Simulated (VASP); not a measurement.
# Si5Ge (P6/mmm) in VASP: notebook

Runs on Si5Ge. Level: PBE. Tasks: single point.

Everything below comes from runs of VASP 6.6.1. Logs are shortened: lines on timing, memory, paths and dates and some standing lists are left out, and cuts for length are marked.

## 1. The cell of the first run

The structure is hexagonal, space group P6/mmm (No. 191). Conventional cell: a = 5.034 Å, b = 5.034 Å, c = 4.160 Å, α = 90.00°, β = 90.00°, γ = 120.00°. Within 3.3 Å of Si (site symmetry -6m2) lie 9 Si at 2.54 to 2.91 Å and 3 Ge at 2.91 Å. Si (site symmetry mmm) has 8 Si at 2.52 to 2.54 Å and 4 Ge at 3.27 Å within 3.3 Å. Within 3.8 Å of Ge (site symmetry 6/mmm) lie 18 Si at 2.91 to 3.27 Å.

The cell was built from a structure type or drawn by symmetry, and may not be a known phase.

## 2. Single point, PBE

Input file INCAR:

```
SYSTEM = Si5Ge
PREC     = Accurate       ! precision mode
ENCUT    = 520            ! plane-wave cutoff, eV
EDIFF    = 1E-6           ! SCF threshold, eV
ISMEAR   = 0              ! smearing method
SIGMA    = 0.1            ! smearing width, eV
LREAL    = .False.        ! projectors in reciprocal space
LASPH    = .True.         ! aspherical terms in the spheres
NELM     = 60             ! most SCF steps
ALGO     = Normal         ! electronic algorithm
ISIF     = 2              ! what is computed and relaxed
LWAVE    = .False.        ! write WAVECAR
LCHARG   = .False.        ! write CHGCAR
GGA      = PE             ! functional
NBANDS   = 26             ! bands
```

Input file KPOINTS:

```
regular mesh
0
Gamma
  6 6 4
  0 0 0
```

Input file POSCAR:

```
Si5Ge
1.0
    5.0341869100      0.0000000000      0.0000000000
   -2.5170934600      4.3597337500      0.0000000000
    0.0000000000      0.0000000000      4.1597583800
Si Ge
5 1
Direct
    0.3333333300      0.6666666700      0.0000000000
    0.6666666700      0.3333333300      0.0000000000
    0.5000000000      0.0000000000      0.5000000000
    0.5000000000      0.5000000000      0.5000000000
    0.0000000000      0.5000000000      0.5000000000
    0.0000000000      0.0000000000      0.0000000000
```

Potentials or basis: VASP PAW PBE potentials, release 64 (Si, Ge_d).

On the command line:

```
$ cat potpaw_PBE.64/Si/POTCAR potpaw_PBE.64/Ge_d/POTCAR > POTCAR
$ mpirun -np 1 vasp_std > vasp.out
```

OUTCAR:

```text
SYSTEM = Si5Ge
   PREC = Accurate
   ENCUT = 520
   EDIFF = 1E-6
   ISMEAR = 0
   LREAL = .False.
   LASPH = .True.
   NELM = 60
   ISIF = 2
   GGA = PE

 ion  position               nearest neighbor table
   1  0.333  0.667  0.000-   5 2.54   5 2.54   3 2.54   3 2.54   4 2.54   4 2.54   2 2.91   2 2.91
                             6 2.91   6 2.91   6 2.91   2 2.91
   2  0.667  0.333  0.000-   5 2.54   5 2.54   3 2.54   3 2.54   4 2.54   4 2.54   1 2.91   1 2.91
                             6 2.91   6 2.91   6 2.91   1 2.91
   3  0.500  0.000  0.500-   5 2.52   5 2.52   4 2.52   4 2.52   1 2.54   2 2.54   1 2.54   2 2.54

   4  0.500  0.500  0.500-   5 2.52   5 2.52   3 2.52   3 2.52   1 2.54   2 2.54   1 2.54   2 2.54

   5  0.000  0.500  0.500-   3 2.52   3 2.52   4 2.52   4 2.52   1 2.54   2 2.54   1 2.54   2 2.54

   6  0.000  0.000  0.000-   1 2.91   2 2.91   2 2.91   1 2.91   2 2.91   1 2.91

  LATTYP: Found a hexagonal cell.
 ALAT       =     5.0341869100
 C/A-ratio  =     0.8263019340

  Lattice vectors:

 A1 = (   5.0341869100,   0.0000000000,   0.0000000000)
 A2 = (  -2.5170934600,   4.3597337500,   0.0000000000)
 A3 = (   0.0000000000,   0.0000000000,   4.1597583800)

Analysis of symmetry for initial positions (statically):
=====================================================================
 Subroutine PRICEL returns:
 Original cell was already a primitive cell.

 Routine SETGRP: Setting up the symmetry group for a
 hexagonal supercell.

 Subroutine GETGRP returns: Found 24 space group operations
 (whereof 24 operations were pure point group operations)
 out of a pool of 24 trial point group operations.

The static configuration has the point symmetry D_6h.

Analysis of symmetry for dynamics (positions and initial velocities):
=====================================================================
 Subroutine PRICEL returns:
 Original cell was already a primitive cell.

 Routine SETGRP: Setting up the symmetry group for a
 hexagonal supercell.

 Subroutine GETGRP returns: Found 24 space group operations
 (whereof 24 operations were pure point group operations)
 out of a pool of 24 trial point group operations.

The dynamic configuration has the point symmetry D_6h.

 Subroutine INISYM returns: Found 24 space group operations
 (whereof 24 operations are pure point group operations),
 and found     1 'primitive' translations

----------------------------------------------------------------------------------------

                                     Primitive cell
[... 99 lines left out ...]
   IBRION =     -1    ionic relax: 0-MD 1-quasi-New 2-CG
   NFREE  =      0    steps in history (QN), initial steepest desc. (CG)
   ISIF   =      2    stress and relaxation
   ISYM   =      2    0-nonsym 1-usesym 2-fastsym
   POTIM  = 0.5000    time-step for ionic-motion
   TEBEG  =    0.0;   TEEND  =   0.0 temperature during run
   PSTRESS=    0.0 pullay stress
   NELECT =      34.0000    total number of electrons
   NUPDOWN=      -1.0000    fix difference up-down
   EMIN   =  10.00;   EMAX   =-10.00  energy-range for DOS
   EFERMI =   0.00;   METHOD = LEGACY
   ISMEAR =     0;   SIGMA  =   0.10  broadening in eV -4-tet -1-fermi 0-gaus
   EFERMI_NEDOS =   21; number of points for ismear=-14 and -15
   IALGO  =     38    algorithm
   IMIX   =      4    mixing-type and parameters
     AMIX     =   0.40;   BMIX     =  1.00
     AMIX_MAG =   1.60;   BMIX_MAG =  1.00
  volume/ion in A,a.u.               =      15.22       102.68
  Fermi-wavevector in a.u.,A,eV,Ry     =   1.177828  2.225773 18.875085  1.387280
  Thomas-Fermi vector in A             =   2.314168
   LORBIT       =      0    0 simple, 1 ext, 2 COOP (PROOUT), +10 PAW based schemes
   GGA     = PE    functional components
   LHFCALC =     F    Hartree Fock is set to
   AEXX    =    0.0000 exact exchange contribution
   IVDW    =     0    specifies the selected vdW correction
   LEPSILON=     F    determine dielectric tensor
   LRPA    =     F    only Hartree local field effects (RPA)
 non-spin polarized calculation
 Gauss-broadening in eV      SIGMA  =   0.10
  energy-cutoff  :      520.00
  volume of cell :       91.30
 maximum number of plane-waves:      2512
 NGX is ok and might be reduce to    40
   NGX = 19   NGY = 19   NGZ = 15

 number of electron      34.0000011 magnetization

 Free energy of the ion-electron system (eV)
  ---------------------------------------------------
  ext. energy  EPLUGINS =         0.00000000
  ---------------------------------------------------
  free energy    TOTEN  =       -27.86745346 eV

  energy without entropy =      -27.84661765  energy(sigma->0) =      -27.85703555

 E-fermi :   9.2922     XC(G=0): -11.1267

 val. band max:        9.2625360667   @ k =   0.3333  -0.0000   0.0000
 cond. band min:       9.2942394216   @ k =   0.1667   0.0000   0.2500
 fundamental gap:      0.0317033549
 Fermi energy:         9.2921667633

 k-point     1 :       0.0000    0.0000    0.0000
  band No.  band energies     occupation
      1     -15.6097      2.00000
      2     -15.5996      2.00000
      3     -15.5996      2.00000
      4     -15.5881      2.00000
      5     -15.5881      2.00000
      6      -5.1742      2.00000
[... 598 lines left out ...]
     25      14.6225      0.00000
     26      14.6232      0.00000

------------------------ aborting loop because EDIFF is reached ----------------------------------------

  FORCE on cell =-STRESS in cart. coord.  units (eV):
  Direction    XX          YY          ZZ          XY          YZ          ZX
  --------------------------------------------------------------------------------------
  -------------------------------------------------------------------------------------
  Total        1.7634897      1.7634897      7.7167533     -0.0000000      0.0000000      0.0000000
  in kB       30.9475377     30.9475377    135.4215535     -0.0000000      0.0000000      0.0000000
  external PRESSURE =      65.7722097 kB  Pullay stress =       0.0000000 kB

 VOLUME and BASIS-vectors are now :
 -----------------------------------------------------------------------------
  energy-cutoff  :      520.00
  volume of cell :       91.30
      direct lattice vectors                 reciprocal lattice vectors
     5.034186910  0.000000000  0.000000000     0.198641810  0.114685903  0.000000000
    -2.517093460  4.359733750  0.000000000     0.000000000  0.229371805  0.000000000
     0.000000000  0.000000000  4.159758380     0.000000000  0.000000000  0.240398578

 POSITION                                       TOTAL-FORCE (eV/Angst)
 -----------------------------------------------------------------------------------
     -0.00000      2.90649      0.00000        -0.000000      0.000000     -0.000000
      2.51709      1.45324      0.00000         0.000000     -0.000000      0.000000
      2.51709      0.00000      2.07988         0.000000      0.000000     -0.000000
      1.25855      2.17987      2.07988         0.000000      0.000000     -0.000000
     -1.25855      2.17987      2.07988         0.000000      0.000000     -0.000000
      0.00000      0.00000      0.00000         0.000000      0.000000     -0.000000
 -----------------------------------------------------------------------------------
    total drift:                               -0.000000      0.000000     -0.000000

  FREE ENERGIE OF THE ION-ELECTRON SYSTEM (eV)
  ---------------------------------------------------
  free  energy   TOTEN  =       -27.8674534550 eV

  energy  without entropy=      -27.8466176471  energy(sigma->0) =      -27.85703555
```

OSZICAR:

```text
N       E                     dE             d eps       ncg     rms          rms(c)
DAV:   1     0.192730242620E+03    0.19273E+03   -0.14850E+04  1384   0.203E+03
DAV:   2    -0.944046502414E+00   -0.19367E+03   -0.18069E+03  1208   0.563E+02
DAV:   3    -0.275926056824E+02   -0.26649E+02   -0.25849E+02  1380   0.104E+02
DAV:   4    -0.285140483937E+02   -0.92144E+00   -0.91337E+00  1368   0.196E+01
DAV:   5    -0.285349068956E+02   -0.20859E-01   -0.20846E-01  1512   0.338E+00    0.755E+00
DAV:   6    -0.279145719412E+02    0.62033E+00   -0.95235E-01  1396   0.713E+00    0.411E+00
DAV:   7    -0.278790761475E+02    0.35496E-01   -0.21480E-01  1346   0.200E+00    0.165E+00
DAV:   8    -0.278683041142E+02    0.10772E-01   -0.24899E-02  1482   0.141E+00    0.243E-01
DAV:   9    -0.278675047335E+02    0.79938E-03   -0.35196E-03  1558   0.577E-01    0.146E-01
DAV:  10    -0.278674662098E+02    0.38524E-04   -0.54526E-04  1256   0.131E-01    0.530E-02
DAV:  11    -0.278674539248E+02    0.12285E-04   -0.51805E-05  1568   0.770E-02    0.325E-02
DAV:  12    -0.278674542756E+02   -0.35080E-06   -0.20047E-05  1490   0.494E-02    0.711E-03
DAV:  13    -0.278674534550E+02    0.82055E-06   -0.12964E-06   786   0.891E-03
   1 F= -.27867453E+02 E0= -.27857036E+02  d E =-.208358E-01
```

stdout:

```text
POSCAR found type information on POSCAR SiGe
 POSCAR found :  2 types and       6 ions
 scaLAPACK will be used
 LDA part: xc-table for (Slater+PW92), standard interpolation
 POSCAR, INCAR and KPOINTS ok, starting setup
 FFT: planning ... GRIDC
 FFT: planning ... GRID_SOFT
 FFT: planning ... GRID
 WAVECAR not read
 entering main loop
```

It took 57 s on 1 thread of Intel Xeon 6975P-C (Granite Rapids), shared host; peak memory 0.22 GiB.

What came out:

```yaml
Free_energy: -27.8675 eV
Pressure: 6.6 GPa
Band_gap_on_the_k_mesh: zero (bands 17 and 18 overlap by 3.96 eV)
```

Caveat: the k points lie up to 0.38 Å⁻¹ apart, too coarse for converged energies and pressures of a metal.

## 3. Single point, PBE

This run uses another cell than the first one, of 16.43 Å³/atom.

Input file INCAR:

```
SYSTEM = Si5Ge
ALGO     = Normal         ! electronic algorithm
EDIFF    = 1E-6           ! SCF threshold, eV
ENCUT    = 520            ! plane-wave cutoff, eV
GGA      = PE             ! functional
ISIF     = 2              ! what is computed and relaxed
ISMEAR   = 0              ! smearing method
LASPH    = .TRUE.         ! aspherical terms in the spheres
LCHARG   = .FALSE.        ! write CHGCAR
LREAL    = .FALSE.        ! projectors in reciprocal space
LWAVE    = .FALSE.        ! write WAVECAR
NBANDS   = 26             ! bands
NELM     = 100            ! most SCF steps
PREC     = Accurate       ! precision mode
SIGMA    = 0.1            ! smearing width, eV
```

Input file KPOINTS:

```
k-points
0
G
  6 6 4
  0 0 0
```

Input file POSCAR:

```
Si5Ge
1.0
    4.9521777723      0.0000000028      0.0000000000
   -2.4760888886      4.2887117534      0.0000000000
    0.0000000000      0.0000000000      4.6427590605
Si Ge
5 1
Direct
    0.3333333333      0.6666666667      0.0000000000
    0.6666666667      0.3333333333      0.0000000000
    0.5000000000      0.0000000000      0.5000000000
    0.5000000000      0.5000000000      0.5000000000
    0.0000000000      0.5000000000      0.5000000000
    0.0000000000      0.0000000000      0.0000000000
```

Potentials or basis: VASP PAW PBE potentials, release 64 (Si, Ge_d).

On the command line:

```
$ cat potpaw_PBE.64/Si/POTCAR potpaw_PBE.64/Ge_d/POTCAR > POTCAR
$ mpirun -np 1 vasp_std > vasp.out
```

Run time: 54 s. Hardware: 1 thread of Intel Xeon 6975P-C (Granite Rapids), shared host; peak memory 0.24 GiB.

The run converged. Its results:

```
Free energy            : -28.2848 eV
Pressure               : 0.1 GPa
Band gap on the k mesh : zero (bands 17 and 18 overlap by 4.22 eV)
```

Levels at points of the mesh, in eV from the Fermi level:
| k point | band 15 | band 16 | band 17 | band 18 | band 19 | band 20 |
| --- | --- | --- | --- | --- | --- | --- |
| (0.00, 0.00, 0.00) | -1.44 | -0.91 | 0.19 | 0.19 | 0.28 | 0.28 |
| (0.50, 0.00, 0.00) | -1.63 | -0.36 | -0.20 | -0.13 | 0.07 | 0.72 |
| (0.00, 0.00, 0.50) | -3.05 | -3.05 | -2.96 | -2.96 | -0.82 | 1.06 |
| (0.50, 0.00, 0.50) | 0.84 | 0.96 | 1.01 | 1.57 | 1.73 | 2.25 |
